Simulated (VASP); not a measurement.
# Al2Pt (P1) in VASP: density of states with BLYP

Aim: the density of states of Al2Pt with BLYP.

Everything below comes from runs of VASP 6.6.1. Logs are shortened: lines on timing, memory, paths and dates and some standing lists are left out, and cuts for length are marked.

### 1 The cell of the first run

The typed cell holds 3 atoms: a = 4.329 Å, b = 4.329 Å, c = 4.340 Å, α = 59.89°, β = 60.04°, γ = 59.94°.

### 2 Density of states, BLYP

Input file POSCAR:

```
Al2Pt
1.0
    0.0023200000      3.0609640000      3.0614190000
    3.0644070000      0.0057680000      3.0579710000
    3.0725660000      3.0656750000     -0.0023910000
Pt Al
1 2
Direct
    0.0084210000      0.0453650000      0.0055010000
    0.2731810000      0.2668910000      0.2142540000
    0.7110370000      0.7828290000      0.7322770000
```

Input file INCAR.step1:

```
PREC = Accurate
ENCUT = 520
EDIFF = 1E-6
ISMEAR = -1
SIGMA = 0.0912
LREAL = F
LASPH = T
NELM = 100
ALGO = Normal
ISIF = 2
LWAVE = F
LCHARG = T
LMAXMIX = 4
GGA = B5
ALDAX = 1.0
AGGAX = 1.0
AGGAC = 1.0
ALDAC = 0.0
NBANDS = 15
```

Input file KPOINTS.step1:

```
Automatic mesh
0
Gamma
  5 5 5
  0.5 0.5 0.5
```

Input file INCAR.step2:

```
PREC = Accurate
ENCUT = 520
EDIFF = 1E-6
ISMEAR = -5
SIGMA = 0.0912
LREAL = F
LASPH = T
NELM = 100
ALGO = Normal
ISIF = 2
LWAVE = F
LCHARG = F
LMAXMIX = 4
GGA = B5
ALDAX = 1.0
AGGAX = 1.0
AGGAC = 1.0
ALDAC = 0.0
LORBIT = 10
NBANDS = 15
NEDOS = 2001
ICHARG = 11
```

Input file KPOINTS.step2:

```
regular mesh
0
Gamma
  8 8 8
```

Potentials or basis: VASP PAW PBE potentials, release 64 (Pt, Al).

Launch:

```
cat potpaw_PBE.64/Pt/POTCAR potpaw_PBE.64/Al/POTCAR > POTCAR
cp INCAR.step1 INCAR
cp KPOINTS.step1 KPOINTS
mpirun -np 1 vasp_std > vasp.out
cp INCAR.step2 INCAR
cp KPOINTS.step2 KPOINTS
mpirun -np 1 vasp_std > vasp.out
```

OUTCAR:

```text
PREC = Accurate
   ENCUT = 520
   EDIFF = 1E-6
   ISMEAR = -5
   LREAL = F
   LASPH = T
   NELM = 100
   ISIF = 2
   GGA = B5
   LORBIT = 10
   ICHARG = 11

 ion  position               nearest neighbor table
   1  0.008  0.045  0.006-   2 2.46   3 2.50   3 2.59   2 2.61   3 2.62   2 2.76   2 2.81   3 2.95

   2  0.273  0.267  0.214-   1 2.46   1 2.61   1 2.76   1 2.81   3 2.92   3 2.93   3 2.97   3 3.18
                             3 3.20   3 3.21
   3  0.711  0.783  0.732-   1 2.50   1 2.59   1 2.62   2 2.92   2 2.93   1 2.95   2 2.97   2 3.18
                             2 3.20   2 3.21

  LATTYP: Found a triclinic cell.
 ALAT       =     7.5004395621
 B/A-ratio  =     0.5771900612
 C/A-ratio  =     0.5769917056
 COS(alpha) =     0.0001476500
 COS(beta)  =     0.2870835116
 COS(gamma) =     0.8662655071

  Lattice vectors:

 A1 = (   3.0667270000,   3.0667320000,   6.1193900000)
 A2 = (   0.0023200000,   3.0609640000,   3.0614190000)
 A3 = (  -0.0081590000,  -3.0599070000,   3.0603620000)

Analysis of symmetry for initial positions (statically):
=====================================================================
 Subroutine PRICEL returns:
 Original cell was already a primitive cell.

 Routine SETGRP: Setting up the symmetry group for a
 triclinic supercell.

 Subroutine GETGRP returns: Found  1 space group operations
 (whereof  1 operations were pure point group operations)
 out of a pool of  2 trial point group operations.

The static configuration has the point symmetry C_1 .

Analysis of symmetry for dynamics (positions and initial velocities):
=====================================================================
 Subroutine PRICEL returns:
 Original cell was already a primitive cell.

 Routine SETGRP: Setting up the symmetry group for a
 triclinic supercell.

 Subroutine GETGRP returns: Found  1 space group operations
 (whereof  1 operations were pure point group operations)
 out of a pool of  2 trial point group operations.

The dynamic configuration has the point symmetry C_1 .

 Subroutine INISYM returns: Found  1 space group operations
 (whereof  1 operations are pure point group operations),
 and found     1 'primitive' translations

----------------------------------------------------------------------------------------

                                     Primitive cell

  volume of cell :      57.4671

  direct lattice vectors                    reciprocal lattice vectors
     0.002320000  3.060964000  3.061419000    -0.163132602  0.163626549  0.163167306
     3.064407000  0.005768000  3.057971000     0.163443657 -0.163683499  0.163535311
     3.072566000  3.065675000 -0.002391000     0.162574402  0.163125299 -0.163224256

  length of vectors
     4.329179170  4.329181235  4.340395229     0.282859441  0.283284159  0.282280813

  position of ions in fractional coordinates (direct lattice)
     0.008421000  0.045365000  0.005501000
     0.273181000  0.266891000  0.214254000
     0.711037000  0.782829000  0.732277000

  ion indices of the primitive-cell ions
   primitive index   ion index
                 1           1
                 2           2
                 3           3

----------------------------------------------------------------------------------------

 KPOINTS: regular mesh

Automatic generation of k-mesh.
 Grid dimensions read from file:
 generate k-points for:    8    8    8

 Generating k-lattice:

  Cartesian coordinates                     Fractional coordinates (reciprocal lattice)
    -0.020391575  0.020453319  0.020395913     0.125000000 -0.000000000 -0.000000000
     0.020430457 -0.020460437  0.020441914     0.000000000  0.125000000 -0.000000000
     0.020321800  0.020390662 -0.020403032     0.000000000 -0.000000000  0.125000000

  Length of vectors
     0.035357430  0.035410520  0.035285102

  Shift w.r.t. Gamma in fractional coordinates (k-lattice)
     0.000000000  0.000000000  0.000000000

 TETIRR: Found   1536 inequivalent tetrahedra from     3072

 Subroutine IBZKPT returns following result:
 ===========================================

 Found    260 irreducible k-points:

 Following reciprocal coordinates:
            Coordinates               Weight
  0.000000  0.000000  0.000000      1.000000
  0.125000  0.000000  0.000000      2.000000
  0.250000  0.000000  0.000000      2.000000
  0.375000  0.000000 -0.000000      2.000000
  0.500000  0.000000  0.000000      1.000000
  0.000000  0.125000  0.000000      2.000000
[... 16 lines left out ...]
  0.125000  0.375000  0.000000      2.000000
  0.250000  0.375000  0.000000      2.000000
 [... further k-points ...]
   k-points           NKPTS =    260   k-points in BZ     NKDIM =    260   number of bands    NBANDS=     15
   number of dos      NEDOS =   2001   number of ions     NIONS =      3
   total plane-waves  NPLWV =  32768
   dimension x,y,z NGX =    32 NGY =   32 NGZ =   32
   dimension x,y,z NGXF=    64 NGYF=   64 NGZF=   64
   ions per type =               1   2
   NGX,Y,Z   is equivalent  to a cutoff of  12.29, 12.29, 12.26 a.u.
   NGXF,Y,Z  is equivalent  to a cutoff of  24.58, 24.58, 24.51 a.u.
 SYSTEM =  unknown system
   PREC   = accura    normal or accurate (medium, high low for compatibility)
   ISTART =      0    job   : 0-new  1-cont  2-samecut
   ICHARG =     11    charge: 1-file 2-atom 10-const
   ISPIN  =      1    spin polarized calculation?
   LNONCOLLINEAR =      F non collinear calculations
   LSORBIT =      F    spin-orbit coupling
   LASPH  =      T    aspherical Exc in radial PAW
   ENCUT  =  520.0 eV  38.22 Ry    6.18 a.u.   8.05  8.05  8.07*2*pi/ulx,y,z
   NELM   =    100;   NELMIN=  2; NELMDL=  0     # of ELM steps
   EDIFF  = 0.1E-05   stopping-criterion for ELM
   LREAL  =      F    real-space projection
   EDIFFG = 0.1E-04   stopping-criterion for IOM
   NSW    =      0    number of steps for IOM
   IBRION =     -1    ionic relax: 0-MD 1-quasi-New 2-CG
   NFREE  =      0    steps in history (QN), initial steepest desc. (CG)
   ISIF   =      2    stress and relaxation
   ISYM   =      2    0-nonsym 1-usesym 2-fastsym
   POTIM  = 0.5000    time-step for ionic-motion
   TEBEG  =    0.0;   TEEND  =   0.0 temperature during run
   PSTRESS=    0.0 pullay stress
   NELECT =      16.0000    total number of electrons
   NUPDOWN=      -1.0000    fix difference up-down
   EMIN   =  10.00;   EMAX   =-10.00  energy-range for DOS
   EFERMI =   0.00;   METHOD = LEGACY
   ISMEAR =    -5;   SIGMA  =   0.09  broadening in eV -4-tet -1-fermi 0-gaus
   EFERMI_NEDOS =   21; number of points for ismear=-14 and -15
   IALGO  =     38    algorithm
   IMIX   =      4    mixing-type and parameters
     AMIX     =   0.40;   BMIX     =  1.00
     AMIX_MAG =   1.60;   BMIX_MAG =  1.00
  volume/ion in A,a.u.               =      19.16       129.27
  Fermi-wavevector in a.u.,A,eV,Ry     =   1.068993  2.020105 15.548017  1.142747
  Thomas-Fermi vector in A             =   2.204659
   LORBIT       =     10    0 simple, 1 ext, 2 COOP (PROOUT), +10 PAW based schemes
   GGA     = B5    functional components
   LHFCALC =     F    Hartree Fock is set to
   AEXX    =    0.0000 exact exchange contribution
   IVDW    =     0    specifies the selected vdW correction
   LEPSILON=     F    determine dielectric tensor
   LRPA    =     F    only Hartree local field effects (RPA)
 non-spin polarized calculation
 Fermi weights with tetrahedron method with Bloechl corrections
  energy-cutoff  :      520.00
  volume of cell :       57.47
 maximum number of plane-waves:      1578

 number of electron      16.0000000 magnetization

 Free energy of the ion-electron system (eV)
  ---------------------------------------------------
  ext. energy  EPLUGINS =         0.00000000
  ---------------------------------------------------
  free energy    TOTEN  =       -13.38076432 eV

  energy without entropy =      -13.38076432  energy(sigma->0) =      -13.38076432

 E-fermi :   7.2728     XC(G=0):  -9.5969

 val. band max:        7.4921227970   @ k =   0.2500   0.1250   0.1250
 cond. band min:       7.2296157340   @ k =   0.1250  -0.3750   0.2500
 fundamental gap:     -0.2625070630
 Fermi energy:         7.2727511441

 k-point     1 :       0.0000    0.0000    0.0000
  band No.  band energies     occupation
      1      -2.2674      2.00000
      2       2.5659      2.00000
      3       2.6551      2.00000
      4       2.7184      2.00000
      5       3.8743      2.00000
      6       3.8824      2.00000
      7       9.1159      0.00000
      8      10.5418      0.00000
      9      10.8790      0.00000
     10      11.0078      0.00000
     11      12.0473      0.00000
     12      12.2023      0.00000
     13      12.3816      0.00000
     14      13.2319      0.00000
     15      13.2547      0.00000

 k-point     2 :       0.1250    0.0000    0.0000
  band No.  band energies     occupation
      1      -2.0608      2.00000
      2       2.4295      2.00000
      3       2.7359      2.00000
      4       2.8019      2.00000
      5       3.8388      2.00000
      6       3.8458      2.00000
      7       8.4428     -0.10401
      8       9.4592      0.00000
      9      10.2920      0.00000
     10      10.5151      0.00000
     11      12.4159      0.00000
     12      12.5703      0.00000
     13      13.0069      0.00000
     14      13.2318      0.00000
     15      13.3826      0.00000
[... 365 lines left out ...]
      3       2.8699      2.00000
      4       2.9544      2.00000
      5       3.7606      2.00000
      6       4.1037      2.00000
      7       5.2223      2.00011
      8       7.8615      0.22732
      9       8.2991     -0.00007
     10      10.2988      0.00000
     11      12.1457      0.00000
     12      12.7329      0.00000
     13      13.1256      0.00000
     14      13.5881      0.00000
     15      16.3288      0.00000

 k-point    24 :       0.2500    0.3750    0.0000
  band No.  band energies     occupation
      1      -0.5898      2.00000
      2       1.8686      2.00000
      3       2.9392      2.00000
      4       3.1490      2.00000
      5       3.5545      2.00000
      6       4.1684      2.00000
      7       5.6229      2.00022
      8       6.8054      1.88738
      9       7.3183      0.67754
     10       9.8824      0.00000
     11      11.2157      0.00000
     12      13.9237      0.00000
     13      14.5379      0.00000
     14      14.7921      0.00000
     15      16.6594      0.00000

 [... further k-points ...]
[... 5 lines left out ...]
  --------------------------------------------------------------------------------------
  -------------------------------------------------------------------------------------
  Total       -1.1188615     -1.0402097     -0.9836101     -0.2646130      0.7595802     -0.2687466
  in kB      -31.1937496    -29.0009441    -27.4229529     -7.3773836     21.1770203     -7.4926297
  external PRESSURE =     -29.2058822 kB  Pullay stress =       0.0000000 kB

 VOLUME and BASIS-vectors are now :
 -----------------------------------------------------------------------------
  energy-cutoff  :      520.00
  volume of cell :       57.47
      direct lattice vectors                 reciprocal lattice vectors
     0.002320000  3.060964000  3.061419000    -0.163132602  0.163626549  0.163167306
     3.064407000  0.005768000  3.057971000     0.163443657 -0.163683499  0.163535311
     3.072566000  3.065675000 -0.002391000     0.162574402  0.163125299 -0.163224256

 POSITION                                       TOTAL-FORCE (eV/Angst)
 -----------------------------------------------------------------------------------
      0.15594      0.04290      0.16449        -0.519973     -0.755575     -0.635913
      1.47681      1.49457      1.65195         0.748988      0.152344      0.107281
      4.65053      4.42590      4.56890        -0.229016      0.603231      0.528632
 -----------------------------------------------------------------------------------
    total drift:                               -0.001925      0.001585      0.002027

  FREE ENERGIE OF THE ION-ELECTRON SYSTEM (eV)
  ---------------------------------------------------
  free  energy   TOTEN  =       -13.3807643182 eV

  energy  without entropy=      -13.3807643182  energy(sigma->0) =      -13.38076432

 total charge

# of ion       s       p       d       tot
------------------------------------------
    1        0.806   0.613   8.148   9.568
    2        0.408   0.330   0.000   0.737
    3        0.409   0.330   0.000   0.740
--------------------------------------------------
tot          1.623   1.273   8.148  11.045
```

It took 54 s on 1 thread of Intel Xeon 6975P-C (Granite Rapids), shared host; peak memory 0.34 GiB.

Results:

| Property | Result |
| --- | --- |
| Valence electrons inside the program's atomic spheres | Pt 9.57; Al 0.74 |

Levels at points of the mesh, in eV from the Fermi level:
```csv
k point,band 6,band 7,band 8,band 9,band 10,band 11
"(0.00, 0.00, 0.00)",-3.39,1.84,3.27,3.61,3.74,4.77
"(0.50, 0.00, 0.00)",-3.36,-3.32,0.76,0.92,3.51,4.22
"(0.00, 0.50, 0.00)",-3.24,-3.16,0.76,1.50,3.07,4.09
"(0.50, 0.50, 0.00)",-3.20,-3.00,-1.32,-1.29,2.26,3.32
"(0.00, 0.00, 0.50)",-3.22,-3.16,0.80,1.53,3.14,4.14
"(0.50, 0.00, 0.50)",-3.18,-3.01,-1.34,-1.27,2.25,3.32
"(0.00, 0.50, 0.50)",-3.22,-3.01,-1.38,-1.21,2.26,3.33
"(0.50, 0.50, 0.50)",-3.23,-3.14,0.80,1.47,3.42,4.22
```

Caveat: the PAW data sets were made with another functional, which shifts forces and pressure a little; spin-orbit coupling is left out, which moves the levels of the heavy elements; tetrahedron occupations give inexact forces and stress in metals.
